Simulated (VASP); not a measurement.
# Cr2O3 (Pn-3m) in VASP: further runs, part 2 of 2

VASP 6.6.1.

**6. Single point, PBE**

This run uses another cell than the first one, of 9.08 Å³/atom.

File INCAR:

```
SYSTEM = Cr2O3
PREC     = Accurate       ! precision mode
ENCUT    = 600            ! plane-wave cutoff, eV
EDIFF    = 1E-6           ! SCF threshold, eV
ISMEAR   = -1             ! smearing method
SIGMA    = 0.06122561905347299 ! smearing width, eV
LREAL    = .FALSE.        ! projectors in reciprocal space
LASPH    = .TRUE.         ! aspherical terms in the spheres
NELM     = 120            ! most SCF steps
ALGO     = Normal         ! electronic algorithm
ISIF     = 2              ! what is computed and relaxed
LWAVE    = .FALSE.        ! write WAVECAR
LCHARG   = .FALSE.        ! write CHGCAR
GGA      = PE             ! functional
NBANDS   = 53             ! bands
GGA_COMPAT= .FALSE.      
KPAR     = 4
```

File KPOINTS:

```
regular mesh
0
G
  24 24 24
  0 0 0
```

File POSCAR:

```
Cr2O3
1.0
    4.4938948779      0.0000000000      0.0000000000
    0.0000000000      4.4938948779      0.0000000000
    0.0000000000      0.0000000000      4.4938948779
Cr O
4 6
Direct
    0.2500000000      0.2500000000      0.2500000000
    0.7500000000      0.7500000000      0.2500000000
    0.7500000000      0.2500000000      0.7500000000
    0.2500000000      0.7500000000      0.7500000000
    0.5000000000      0.0000000000      0.0000000000
    0.0000000000      0.5000000000      0.0000000000
    0.0000000000      0.0000000000      0.5000000000
    0.5000000000      0.5000000000      0.0000000000
    0.5000000000      0.0000000000      0.5000000000
    0.0000000000      0.5000000000      0.5000000000
```

Potentials or basis: VASP PAW PBE potentials, release 64 (Cr_pv, O).

The run is started by

```bash
$ cat potpaw_PBE.64/Cr_pv/POTCAR potpaw_PBE.64/O/POTCAR > POTCAR
$ mpirun -np 4 vasp_std > vasp.out
```

OUTCAR:

```text
SYSTEM = Cr2O3
   PREC = Accurate
   ENCUT = 600
   EDIFF = 1E-6
   ISMEAR = -1
   LREAL = .FALSE.
   LASPH = .TRUE.
   NELM = 120
   ISIF = 2
   GGA = PE

 ion  position               nearest neighbor table
   1  0.250  0.250  0.250-   5 1.95   6 1.95   7 1.95   8 1.95   9 1.95  10 1.95
   2  0.750  0.750  0.250-   5 1.95   6 1.95   7 1.95   8 1.95   9 1.95  10 1.95
   3  0.750  0.250  0.750-   5 1.95   6 1.95   7 1.95   8 1.95   9 1.95  10 1.95
   4  0.250  0.750  0.750-   5 1.95   6 1.95   7 1.95   8 1.95   9 1.95  10 1.95
   5  0.500  0.000  0.000-   1 1.95   2 1.95   3 1.95   4 1.95
   6  0.000  0.500  0.000-   1 1.95   2 1.95   3 1.95   4 1.95
   7  0.000  0.000  0.500-   1 1.95   2 1.95   3 1.95   4 1.95
   8  0.500  0.500  0.000-   1 1.95   2 1.95   3 1.95   4 1.95
   9  0.500  0.000  0.500-   1 1.95   2 1.95   3 1.95   4 1.95
  10  0.000  0.500  0.500-   1 1.95   2 1.95   3 1.95   4 1.95

  LATTYP: Found a simple cubic cell.
 ALAT       =     4.4938948779

  Lattice vectors:

 A1 = (   4.4938948779,   0.0000000000,   0.0000000000)
 A2 = (   0.0000000000,   4.4938948779,   0.0000000000)
 A3 = (   0.0000000000,   0.0000000000,   4.4938948779)

Analysis of symmetry for initial positions (statically):
=====================================================================
 Subroutine PRICEL returns:
 Original cell was already a primitive cell.

 Routine SETGRP: Setting up the symmetry group for a
 simple cubic supercell.

 Subroutine GETGRP returns: Found 48 space group operations
 (whereof 24 operations were pure point group operations)
 out of a pool of 48 trial point group operations.

The static configuration has the point symmetry T_d .
 The point group associated with its full space group is O_h .

Analysis of symmetry for dynamics (positions and initial velocities):
=====================================================================
 Subroutine PRICEL returns:
 Original cell was already a primitive cell.

 Routine SETGRP: Setting up the symmetry group for a
 simple cubic supercell.

 Subroutine GETGRP returns: Found 48 space group operations
 (whereof 24 operations were pure point group operations)
 out of a pool of 48 trial point group operations.

The dynamic configuration has the point symmetry T_d .
 The point group associated with its full space group is O_h .

 Subroutine INISYM returns: Found 48 space group operations
 (whereof 24 operations are pure point group operations),
 and found     1 'primitive' translations

----------------------------------------------------------------------------------------

                                     Primitive cell

  volume of cell :      90.7546

  direct lattice vectors                    reciprocal lattice vectors
     4.493894878  0.000000000  0.000000000     0.222524119  0.000000000  0.000000000
     0.000000000  4.493894878  0.000000000     0.000000000  0.222524119  0.000000000
     0.000000000  0.000000000  4.493894878     0.000000000  0.000000000  0.222524119

  length of vectors
     4.493894878  4.493894878  4.493894878     0.222524119  0.222524119  0.222524119

  position of ions in fractional coordinates (direct lattice)
     0.250000000  0.250000000  0.250000000
[... 51 lines left out ...]
  0.000000  0.000000  0.000000      1.000000
  0.041667  0.000000  0.000000      6.000000
  0.083333  0.000000  0.000000      6.000000
  0.125000  0.000000  0.000000      6.000000
  0.166667  0.000000  0.000000      6.000000
  0.208333  0.000000  0.000000      6.000000
[... 16 lines left out ...]
  0.416667  0.041667  0.000000     24.000000
  0.458333  0.041667  0.000000     24.000000
 [... further k-points ...]
   k-points           NKPTS =    455   k-points in BZ     NKDIM =    455   number of bands    NBANDS=     53
   number of dos      NEDOS =    301   number of ions     NIONS =     10
   total plane-waves  NPLWV =  46656
   dimension x,y,z NGX =    36 NGY =   36 NGZ =   36
   dimension x,y,z NGXF=    72 NGYF=   72 NGZF=   72
   ions per type =               4   6
   NGX,Y,Z   is equivalent  to a cutoff of  13.32, 13.32, 13.32 a.u.
   NGXF,Y,Z  is equivalent  to a cutoff of  26.64, 26.64, 26.64 a.u.
 SYSTEM =  Cr2O3
   PREC   = accura    normal or accurate (medium, high low for compatibility)
   ISTART =      0    job   : 0-new  1-cont  2-samecut
   ICHARG =      2    charge: 1-file 2-atom 10-const
   ISPIN  =      1    spin polarized calculation?
   LNONCOLLINEAR =      F non collinear calculations
   LSORBIT =      F    spin-orbit coupling
   LASPH  =      T    aspherical Exc in radial PAW
   ENCUT  =  600.0 eV  44.10 Ry    6.64 a.u.   8.98  8.98  8.98*2*pi/ulx,y,z
   NELM   =    120;   NELMIN=  2; NELMDL= -5     # of ELM steps
   EDIFF  = 0.1E-05   stopping-criterion for ELM
   LREAL  =      F    real-space projection
   EDIFFG = 0.1E-04   stopping-criterion for IOM
   NSW    =      0    number of steps for IOM
   IBRION =     -1    ionic relax: 0-MD 1-quasi-New 2-CG
   NFREE  =      0    steps in history (QN), initial steepest desc. (CG)
   ISIF   =      2    stress and relaxation
   ISYM   =      2    0-nonsym 1-usesym 2-fastsym
   POTIM  = 0.5000    time-step for ionic-motion
   TEBEG  =    0.0;   TEEND  =   0.0 temperature during run
   PSTRESS=    0.0 pullay stress
   NELECT =      84.0000    total number of electrons
   NUPDOWN=      -1.0000    fix difference up-down
   EMIN   =  10.00;   EMAX   =-10.00  energy-range for DOS
   EFERMI =   0.00;   METHOD = LEGACY
   ISMEAR =    -1;   SIGMA  =   0.06  broadening in eV -4-tet -1-fermi 0-gaus
   EFERMI_NEDOS =   21; number of points for ismear=-14 and -15
   IALGO  =     38    algorithm
   IMIX   =      4    mixing-type and parameters
     AMIX     =   0.40;   BMIX     =  1.00
     AMIX_MAG =   1.60;   BMIX_MAG =  1.00
  volume/ion in A,a.u.               =       9.08        61.24
  Fermi-wavevector in a.u.,A,eV,Ry     =   1.595432  3.014930 34.632322  2.545404
  Thomas-Fermi vector in A             =   2.693352
   LORBIT       =      0    0 simple, 1 ext, 2 COOP (PROOUT), +10 PAW based schemes
   GGA     = PE    functional components
   LHFCALC =     F    Hartree Fock is set to
   AEXX    =    0.0000 exact exchange contribution
   IVDW    =     0    specifies the selected vdW correction
   LEPSILON=     F    determine dielectric tensor
   LRPA    =     F    only Hartree local field effects (RPA)
 non-spin polarized calculation
  energy-cutoff  :      600.00
  volume of cell :       90.75
 maximum number of plane-waves:      3068
 NGX is ok and might be reduce to    36
   NGX = 17   NGY = 17   NGZ = 17

 number of electron      84.0000005 magnetization

 Free energy of the ion-electron system (eV)
  ---------------------------------------------------
  ext. energy  EPLUGINS =         0.00000000
  ---------------------------------------------------
  free energy    TOTEN  =       -78.82336612 eV

  energy without entropy =      -78.51829142  energy(sigma->0) =      -78.67082877

 E-fermi :   8.3252     XC(G=0): -12.5660

 val. band max:        8.3252059715   @ k =   0.3750   0.1250   0.0833
 cond. band min:       8.3255798442   @ k =   0.3333   0.3333   0.1250
 fundamental gap:      0.0003738727
 Fermi energy:         8.3252487029

 k-point     1 :       0.0000    0.0000    0.0000
  band No.  band energies     occupation
      1     -35.5757      2.00000
      2     -35.5757      2.00000
      3     -35.4614      2.00000
      4     -35.4614      2.00000
      5     -35.4614      2.00000
      6     -35.4256      2.00000
[... 1333 lines left out ...]
     52      11.3217      0.00000
     53      11.3666      0.00000

 [... further k-points ...]
[... 5 lines left out ...]
  --------------------------------------------------------------------------------------
  -------------------------------------------------------------------------------------
  Total        9.6599634      9.6599634      9.6599634      0.0000000      0.0000000      0.0000000
  in kB      170.5364957    170.5364957    170.5364957      0.0000000      0.0000000      0.0000000
  external PRESSURE =     170.5364957 kB  Pullay stress =       0.0000000 kB

 VOLUME and BASIS-vectors are now :
 -----------------------------------------------------------------------------
  energy-cutoff  :      600.00
  volume of cell :       90.75
      direct lattice vectors                 reciprocal lattice vectors
     4.493894878  0.000000000  0.000000000     0.222524119  0.000000000  0.000000000
     0.000000000  4.493894878  0.000000000     0.000000000  0.222524119  0.000000000
     0.000000000  0.000000000  4.493894878     0.000000000  0.000000000  0.222524119

 POSITION                                       TOTAL-FORCE (eV/Angst)
 -----------------------------------------------------------------------------------
      1.12347      1.12347      1.12347         0.000000     -0.000000      0.000000
      3.37042      3.37042      1.12347        -0.000000      0.000000     -0.000000
      3.37042      1.12347      3.37042         0.000000      0.000000      0.000000
      1.12347      3.37042      3.37042        -0.000000     -0.000000      0.000000
      2.24695      0.00000      0.00000        -0.000000     -0.000000      0.000000
      0.00000      2.24695      0.00000        -0.000000     -0.000000      0.000000
      0.00000      0.00000      2.24695        -0.000000     -0.000000     -0.000000
      2.24695      2.24695      0.00000        -0.000000     -0.000000     -0.000000
      2.24695      0.00000      2.24695         0.000000     -0.000000     -0.000000
      0.00000      2.24695      2.24695         0.000000     -0.000000     -0.000000
 -----------------------------------------------------------------------------------
    total drift:                               -0.000000      0.000000     -0.000000

  FREE ENERGIE OF THE ION-ELECTRON SYSTEM (eV)
  ---------------------------------------------------
  free  energy   TOTEN  =       -78.8233661245 eV

  energy  without entropy=      -78.5182914162  energy(sigma->0) =      -78.67082877
```

Run time: 11 min. Hardware: 4 MPI ranks of Intel Xeon Platinum 8259CL at 2.50GHz (Skylake/Cascade Lake), shared host; peak memory 1.7 GiB.

Results:

* Free energy: -78.8234 eV
* Pressure: 17.1 GPa
* Band gap on the k mesh: zero (bands 42 and 43 overlap by 0.21 eV)

Levels at points of the mesh, in eV from the Fermi level:
```
           k point  band 39  band 40  band 41  band 42  band 43  band 44  band 45  band 46
(0.00, 0.00, 0.00)    -0.57    -0.57    -0.51    -0.51     0.14     0.14     0.14     1.05
(0.50, 0.00, 0.00)    -0.19    -0.19    -0.04    -0.04     0.04     0.04     0.53     0.53
(0.50, 0.50, 0.00)    -0.30    -0.30    -0.25    -0.25     0.09     0.09     0.53     0.53
(0.50, 0.50, 0.50)    -0.39    -0.39    -0.25    -0.25    -0.16    -0.16    -0.16     0.66
```

Caveat: the cell stands under pressure; the run has no spin polarisation, though such a crystal can be magnetic; semilocal functionals often make such compounds metallic where correlation or magnetic order opens a gap, which also shifts bond lengths. Spin polarisation is off, so any magnetic state and its effect on volume and gap are missing.

**7. Overview**

```tsv
cell	gap on the mesh (eV)	pressure (GPa)
a = 4.588 Å, 10 atoms	none	0.5
a = 4.648 Å, 10 atoms	none	-8.0
a = 4.618 Å, 10 atoms	none	-4.0
a = 4.678 Å, 10 atoms	none	-11.6
a = 4.494 Å, 10 atoms	none	17.1
```

Alike in all rows: task single point; level PBE; potentials or basis VASP PAW PBE potentials, release 64 (Cr_pv, O); no spin polarisation; k mesh 24 × 24 × 24; cutoff (eV) 600; smearing fermi-dirac 0.0612256 eV.

Caveats: the run has no spin polarisation, though such a crystal can be magnetic; semilocal functionals often make such compounds metallic where correlation or magnetic order opens a gap, which also shifts bond lengths; the cell stands under tension (at least some runs); the cell stands under pressure (at least some runs).

Total energies depend on the potentials used, so only differences within one code and one set of settings carry meaning.
